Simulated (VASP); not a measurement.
# Co (Im-3m) in VASP: further runs

Co is run at these levels: RPBE; tasks: relaxation of cell and atoms, single point.

Everything below comes from runs of VASP 6.6.1. Logs are shortened: lines on timing, memory, paths and dates and some standing lists are left out, and cuts for length are marked.

### 1 The cell of the first run

It takes space group Im-3m (No. 229, cubic). The conventional cell has a = 2.808 Å, b = 2.808 Å, c = 2.808 Å, α = 90.00°, β = 90.00°, γ = 90.00°. Within 3.2 Å of Co (site symmetry m-3m) lie 14 Co at 2.43 to 2.81 Å.

### 2 Relaxation of cell and atoms, RPBE

INCAR reads:

```
SYSTEM = Co
PREC = Accurate ; ENCUT = 600
EDIFF = 1E-6 ; ISMEAR = -1
SIGMA = 0.1 ; LREAL = .FALSE.
LASPH = .TRUE. ; NELM = 60
ALGO = Normal ; ISIF = 3
LWAVE = .FALSE. ; LCHARG = .FALSE.
GGA = RP ; IBRION = 2
NSW = 80 ; EDIFFG = -0.01
```

KPOINTS reads:

```
regular mesh
0
G
  16 16 16
  0 0 0
```

POSCAR reads:

```
Co
1.0
   -1.4041371717      1.4041371717      1.4041371717
    1.4041371717     -1.4041371717      1.4041371717
    1.4041371717      1.4041371717     -1.4041371717
Co
1
Direct
    0.0000000000      0.0000000000      0.0000000000
```

Potentials or basis: VASP PAW PBE potentials, release 64 (Co).

On the command line:

```
> cat potpaw_PBE.64/Co/POTCAR > POTCAR
> mpirun -np 1 vasp_std > vasp.out
```

OUTCAR:

```text
SYSTEM = Co
   PREC = Accurate
   ENCUT = 600
   EDIFF = 1E-6
   ISMEAR = -1
   LREAL = .FALSE.
   LASPH = .TRUE.
   NELM = 60
   ISIF = 3
   GGA = RP
   IBRION = 2
   NSW = 80
   EDIFFG = -0.01

 ion  position               nearest neighbor table
   1  0.000  0.000  0.000-

  LATTYP: Found a body centered cubic cell.
 ALAT       =     2.8082743434

  Lattice vectors:

 A1 = (  -1.4041371717,   1.4041371717,   1.4041371717)
 A2 = (   1.4041371717,  -1.4041371717,   1.4041371717)
 A3 = (   1.4041371717,   1.4041371717,  -1.4041371717)

Analysis of symmetry for initial positions (statically):
=====================================================================
 Subroutine PRICEL returns:
 Original cell was already a primitive cell.

 Routine SETGRP: Setting up the symmetry group for a
 body centered cubic supercell.

 Subroutine GETGRP returns: Found 48 space group operations
 (whereof 48 operations were pure point group operations)
 out of a pool of 48 trial point group operations.

The static configuration has the point symmetry O_h .

Analysis of symmetry for dynamics (positions and initial velocities):
=====================================================================
 Subroutine PRICEL returns:
 Original cell was already a primitive cell.

 Routine SETGRP: Setting up the symmetry group for a
 body centered cubic supercell.

 Subroutine GETGRP returns: Found 48 space group operations
 (whereof 48 operations were pure point group operations)
 out of a pool of 48 trial point group operations.

The dynamic configuration has the point symmetry O_h .

 Subroutine INISYM returns: Found 48 space group operations
 (whereof 48 operations are pure point group operations),
 and found     1 'primitive' translations

----------------------------------------------------------------------------------------

                                     Primitive cell

  volume of cell :      11.0736

  direct lattice vectors                    reciprocal lattice vectors
    -1.404137172  1.404137172  1.404137172     0.000000000  0.356090566  0.356090566
     1.404137172 -1.404137172  1.404137172     0.356090566  0.000000000  0.356090566
     1.404137172  1.404137172 -1.404137172     0.356090566  0.356090566  0.000000000

  length of vectors
     2.432036922  2.432036922  2.432036922     0.503588108  0.503588108  0.503588108

  position of ions in fractional coordinates (direct lattice)
     0.000000000  0.000000000  0.000000000

  ion indices of the primitive-cell ions
   primitive index   ion index
                 1           1

----------------------------------------------------------------------------------------

 KPOINTS: regular mesh

Automatic generation of k-mesh.
 Grid dimensions read from file:
 generate k-points for:   16   16   16

 Generating k-lattice:

  Cartesian coordinates                     Fractional coordinates (reciprocal lattice)
     0.000000000  0.022255660  0.022255660     0.062500000  0.000000000  0.000000000
     0.022255660  0.000000000  0.022255660     0.000000000  0.062500000  0.000000000
     0.022255660  0.022255660  0.000000000     0.000000000  0.000000000  0.062500000

  Length of vectors
     0.031474257  0.031474257  0.031474257

  Shift w.r.t. Gamma in fractional coordinates (k-lattice)
     0.000000000  0.000000000  0.000000000

 Subroutine IBZKPT returns following result:
 ===========================================

 Found    145 irreducible k-points:

 Following reciprocal coordinates:
            Coordinates               Weight
  0.000000  0.000000  0.000000      1.000000
  0.062500  0.000000  0.000000     12.000000
  0.125000  0.000000  0.000000     12.000000
  0.187500  0.000000  0.000000     12.000000
  0.250000  0.000000  0.000000     12.000000
  0.312500  0.000000  0.000000     12.000000
[... 16 lines left out ...]
  0.187500  0.187500  0.000000     24.000000
  0.250000  0.187500  0.000000     48.000000
 [... further k-points ...]
   k-points           NKPTS =    145   k-points in BZ     NKDIM =    145   number of bands    NBANDS=      8
   number of dos      NEDOS =    301   number of ions     NIONS =      1
   total plane-waves  NPLWV =   8000
   dimension x,y,z NGX =    20 NGY =   20 NGZ =   20
   dimension x,y,z NGXF=    40 NGYF=   40 NGZF=   40
   ions per type =               1
   NGX,Y,Z   is equivalent  to a cutoff of  13.67, 13.67, 13.67 a.u.
   NGXF,Y,Z  is equivalent  to a cutoff of  27.34, 27.34, 27.34 a.u.
 SYSTEM =  Co
   PREC   = accura    normal or accurate (medium, high low for compatibility)
   ISTART =      0    job   : 0-new  1-cont  2-samecut
   ICHARG =      2    charge: 1-file 2-atom 10-const
   ISPIN  =      1    spin polarized calculation?
   LNONCOLLINEAR =      F non collinear calculations
   LSORBIT =      F    spin-orbit coupling
   LASPH  =      T    aspherical Exc in radial PAW
   ENCUT  =  600.0 eV  44.10 Ry    6.64 a.u.   4.86  4.86  4.86*2*pi/ulx,y,z
   NELM   =     60;   NELMIN=  2; NELMDL= -5     # of ELM steps
   EDIFF  = 0.1E-05   stopping-criterion for ELM
   LREAL  =      F    real-space projection
   EDIFFG = -.1E-01   stopping-criterion for IOM
   NSW    =     80    number of steps for IOM
   IBRION =      2    ionic relax: 0-MD 1-quasi-New 2-CG
   NFREE  =      1    steps in history (QN), initial steepest desc. (CG)
   ISIF   =      3    stress and relaxation
   ISYM   =      2    0-nonsym 1-usesym 2-fastsym
   POTIM  = 0.5000    time-step for ionic-motion
   TEBEG  =    0.0;   TEEND  =   0.0 temperature during run
   PSTRESS=    0.0 pullay stress
   NELECT =       9.0000    total number of electrons
   NUPDOWN=      -1.0000    fix difference up-down
   EMIN   =  10.00;   EMAX   =-10.00  energy-range for DOS
   EFERMI =   0.00;   METHOD = LEGACY
   ISMEAR =    -1;   SIGMA  =   0.10  broadening in eV -4-tet -1-fermi 0-gaus
   EFERMI_NEDOS =   21; number of points for ismear=-14 and -15
   IALGO  =     38    algorithm
   IMIX   =      4    mixing-type and parameters
     AMIX     =   0.40;   BMIX     =  1.00
     AMIX_MAG =   1.60;   BMIX_MAG =  1.00
  volume/ion in A,a.u.               =      11.07        74.73
  Fermi-wavevector in a.u.,A,eV,Ry     =   1.527775  2.887077 31.757320  2.334097
  Thomas-Fermi vector in A             =   2.635625
   LORBIT       =      0    0 simple, 1 ext, 2 COOP (PROOUT), +10 PAW based schemes
   GGA     = RP    functional components
   LHFCALC =     F    Hartree Fock is set to
   AEXX    =    0.0000 exact exchange contribution
   IVDW    =     0    specifies the selected vdW correction
   LEPSILON=     F    determine dielectric tensor
   LRPA    =     F    only Hartree local field effects (RPA)
 conjugate gradient relaxation of ions
 non-spin polarized calculation
  energy-cutoff  :      600.00
  volume of cell :       11.07
 maximum number of plane-waves:       380
   NGX =  9   NGY =  9   NGZ =  9

--------------------------------------- Ionic step        1  -------------------------------------------

 number of electron       9.0000002 magnetization

 Free energy of the ion-electron system (eV)
  ---------------------------------------------------
  ext. energy  EPLUGINS =         0.00000000
  ---------------------------------------------------
  free energy    TOTEN  =        -6.10589282 eV

  energy without entropy =       -5.98699889  energy(sigma->0) =       -6.04644586

 E-fermi :   9.9075     XC(G=0): -13.1822

 val. band max:        9.9010620976   @ k =  -0.4375   0.4375   0.3750
 cond. band min:       9.9104869565   @ k =   0.3125   0.1250   0.0000
 fundamental gap:      0.0094248589
 Fermi energy:         9.9074685652

 k-point     1 :       0.0000    0.0000    0.0000
  band No.  band energies     occupation
      1       1.3170      2.00000
      2       8.2109      2.00000
      3       8.2109      2.00000
      4       8.2109      2.00000
      5       9.6459      1.86368
      6       9.6459      1.86368
      7      35.4791      0.00000
      8      35.4791      0.00000

 k-point     2 :       0.0625    0.0000    0.0000
  band No.  band energies     occupation
      1       1.4791      2.00000
      2       8.1684      2.00000
      3       8.2065      2.00000
      4       8.2925      2.00000
      5       9.6026      1.90948
      6       9.6493      1.85940
      7      34.3784      0.00000
      8      35.2353      0.00000
[... 299 lines left out ...]
 POSITION                                       TOTAL-FORCE (eV/Angst)
 -----------------------------------------------------------------------------------
      1.38168     -1.38168      1.38168         0.000000      0.000000      0.000000
 -----------------------------------------------------------------------------------
    total drift:                               -0.000000      0.000000     -0.000000

  FREE ENERGIE OF THE ION-ELECTRON SYSTEM (eV)
  ---------------------------------------------------
  free  energy   TOTEN  =        -6.1054874804 eV

  energy  without entropy=       -5.9928426132  energy(sigma->0) =       -6.04916505

--------------------------------------- Ionic step        3  -------------------------------------------

 number of electron       9.0000005 magnetization

 Free energy of the ion-electron system (eV)
  ---------------------------------------------------
  ext. energy  EPLUGINS =         0.00000000
  ---------------------------------------------------
  free energy    TOTEN  =        -6.10991259 eV

  energy without entropy =       -5.99413205  energy(sigma->0) =       -6.05202232

 E-fermi :  10.2556     XC(G=0): -13.3236

 val. band max:       10.2494702583   @ k =  -0.4375   0.4375   0.3750
 cond. band min:      10.2609862176   @ k =   0.3125   0.1250   0.0000
 fundamental gap:      0.0115159593
 Fermi energy:        10.2555994337

 k-point     1 :       0.0000    0.0000    0.0000
  band No.  band energies     occupation
      1       1.5124      2.00000
      2       8.5005      2.00000
      3       8.5005      2.00000
      4       8.5005      2.00000
      5       9.9846      1.87521
      6       9.9846      1.87521
      7      36.0640      0.00000
      8      36.0640      0.00000

 k-point     2 :       0.0625    0.0000    0.0000
  band No.  band energies     occupation
      1       1.6775      2.00000
      2       8.4563      2.00000
      3       8.4958      2.00000
      4       8.5849      2.00000
      5       9.9394      1.91874
      6       9.9881      1.87111
      7      34.9802      0.00000
      8      35.8265      0.00000
[... 264 lines left out ...]
 POSITION                                       TOTAL-FORCE (eV/Angst)
 -----------------------------------------------------------------------------------
     -0.00000      0.00000      0.00000         0.000000      0.000000      0.000000
 -----------------------------------------------------------------------------------
    total drift:                                0.000000     -0.000000      0.000000

  FREE ENERGIE OF THE ION-ELECTRON SYSTEM (eV)
  ---------------------------------------------------
  free  energy   TOTEN  =        -6.1099125852 eV

  energy  without entropy=       -5.9941320501  energy(sigma->0) =       -6.05202232

 reached required accuracy - stopping structural energy minimisation
```

Wall time 45 s (1 thread of Intel Xeon Platinum 8259CL at 2.50GHz (Skylake/Cascade Lake), shared host); peak memory 0.14 GiB.

What came out:

```
Free energy                            : -6.1099 eV
Relaxed volume                         : 10.81 Å³/atom
Relaxed cell                           : a = 2.413 Å, b = 2.413 Å, c = 2.413 Å, α = 109.47°, β = 109.47°, γ = 109.47°
Space group after relaxing (to 0.05 Å) : Im-3m (No. 229)
Energy gained by relaxing              : 4.0 meV/atom
Ionic steps                            : 3
Pressure after relaxing                : 0.0 GPa
```

The path:
```tsv
step	energy change (eV)	largest force (eV/Å)	pressure (GPa)	volume (Å³)
1	0.0000	0.0000	-4.80	11.07
2	0.0004	0.0000	5.59	10.55
3	-0.0040	0.0000	0.01	10.81
```

Final structure:
```
Co
1.0
    -1.39302    1.39302    1.39302
     1.39302   -1.39302    1.39302
     1.39302    1.39302   -1.39302
Co
1
Direct
  0.00000 0.00000 0.00000
```

Levels at points of the mesh, in eV from the Fermi level:
```tsv
k point	band 1	band 2	band 3	band 4	band 5	band 6	band 7	band 8
(0.00, 0.00, 0.00)	-8.74	-1.76	-1.76	-1.76	-0.27	-0.27	25.81	25.81
(0.50, 0.00, 0.00)	-4.48	-2.84	-0.31	-0.08	0.43	0.86	7.54	18.96
(0.50, 0.50, 0.50)	-4.14	-4.14	0.60	0.60	0.60	10.16	10.16	10.16
```

Caveat: the PAW data sets were made with another functional, which shifts forces and pressure a little; the run has no spin polarisation, though such a crystal can be magnetic.

### 3 Single point, RPBE

This run uses another cell than the first one, of 10.84 Å³/atom, 0.979 times its volume.

INCAR reads:

```
SYSTEM = Co
PREC     = Accurate       ! precision mode
ENCUT    = 520            ! plane-wave cutoff, eV
EDIFF    = 1E-6           ! SCF threshold, eV
ISMEAR   = -1             ! smearing method
SIGMA    = 0.1            ! smearing width, eV
LREAL    = .FALSE.        ! projectors in reciprocal space
LASPH    = .TRUE.         ! aspherical terms in the spheres
NELM     = 80             ! most SCF steps
ALGO     = Normal         ! electronic algorithm
ISIF     = 2              ! what is computed and relaxed
LWAVE    = .FALSE.        ! write WAVECAR
LCHARG   = .FALSE.        ! write CHGCAR
GGA      = RP             ! functional
NBANDS   = 10             ! bands
```

KPOINTS reads:

```
Automatic mesh
0
G
  26 26 26
  0 0 0
```

POSCAR reads:

```
Co
1.0
   -1.3943785207      1.3943785207      1.3943785207
    1.3943785207     -1.3943785207      1.3943785207
    1.3943785207      1.3943785207     -1.3943785207
Co
1
Direct
    0.0000000000      0.0000000000      0.0000000000
```

Potentials or basis: VASP PAW PBE potentials, release 64 (Co).

On the command line:

```
> cat potpaw_PBE.64/Co/POTCAR > POTCAR
> mpirun -np 1 vasp_std > vasp.out
```

Wall time 47 s (1 thread of Intel Xeon Platinum 8259CL at 2.50GHz (Skylake/Cascade Lake), shared host); peak memory 0.17 GiB.

Results (log left out):

* Free energy: -6.1102 eV
* Pressure: -0.6 GPa

Levels at points of the mesh, in eV from the Fermi level:
| k point | band 1 | band 2 | band 3 | band 4 | band 5 | band 6 | band 7 | band 8 | band 9 | band 10 |
| --- | --- | --- | --- | --- | --- | --- | --- | --- | --- | --- |
| (0.00, 0.00, 0.00) | -8.73 | -1.75 | -1.75 | -1.75 | -0.27 | -0.27 | 25.78 | 25.78 | 25.78 | 31.21 |
| (0.50, 0.00, 0.00) | -4.46 | -2.83 | -0.31 | -0.08 | 0.43 | 0.85 | 7.52 | 18.94 | 20.72 | 24.16 |
| (0.50, 0.50, 0.50) | -4.12 | -4.12 | 0.59 | 0.59 | 0.59 | 10.14 | 10.14 | 10.14 | 16.12 | 16.12 |

Caveat: the PAW data sets were made with another functional, which shifts forces and pressure a little; the run has no spin polarisation, though such a crystal can be magnetic. Spin polarisation is off, so any magnetic state and its effect on volume and gap are missing.
